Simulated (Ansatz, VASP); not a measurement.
# C: VASP beside Ansatz

INCAR

```
PREC = Accurate
ENCUT = 1300
EDIFF = 1E-6
ISMEAR = 0
SIGMA = 0.05
LREAL = F
LASPH = T
NELM = 120
ALGO = Normal
ISIF = 2
LWAVE = F
LCHARG = F
GGA = CA
NBANDS = 11
GGA_COMPAT = F
```

Contents of KPOINTS:

```
Automatic mesh
0
Gamma
  12 12 12
```

POSCAR

```
C
1.0
    0.0000000000      1.8234990611      1.6557371475
    1.8234990611      0.0000000000      1.6557371475
    1.8234990611      1.8234990611      0.0000000000
C
2
Direct
    0.5000000000      0.5000000000      0.5000000000
    0.7500000000      0.7500000000      0.7500000000
```

Input for Ansatz:

```yaml
crystal:
  lattice:
    - [0.0, 1.8234990611, 1.6557371475]
    - [1.8234990611, 0.0, 1.6557371475]
    - [1.8234990611, 1.8234990611, 0.0]
  atoms:
    - { symbol: C, position: [0.5, 0.5, 0.5] }
    - { symbol: C, position: [0.75, 0.75, 0.75] }
basis:
  ecutwfc: 520.0
kpoints:
  mp_grid: { grid: [12, 12, 12] }
hamiltonian:
  xc: lda
  pseudopotentials: { kind: paw, azcp: { folder: soft_1 } }
scf:
  occupations: { method: gaussian, width: 0.05 }
output:
  forces: true
  stress: true
  eigenvalues: true
```

Alike in both runs: task single point; functional LDA; k mesh 12 × 12 × 12; occupations gaussian, width 0.05 eV; no spin polarisation.

```csv
,VASP,Ansatz
version,VASP 6.6.1,Ansatz 0.2.0
potentials or method,"VASP PAW LDA potentials, release 64 (C_h), cutoff 1300 eV","scalar-relativistic, plane waves, PAW"
valence electrons in the cell,8,8
```

Ansatz gave:

- gap on the k mesh at the Fermi level (eV): 1.81
- least direct gap on the mesh (eV): 4.04
- pressure (GPa): 0.1
- traceless stress, the component that is largest in VASP (GPa): 55.30

Question: Which values does VASP return?

Answer: gap on the k mesh at the Fermi level (eV): 1.80; least direct gap on the mesh (eV): 4.04; pressure (GPa): 1.1; traceless stress, the component that is largest in VASP (GPa): 55.26.

Ansatz warns that its potentials were made for another functional, while VASP's fit it. LDA's correlation is that of Perdew and Zunger in VASP and of Perdew and Wang (1992) in Ansatz.
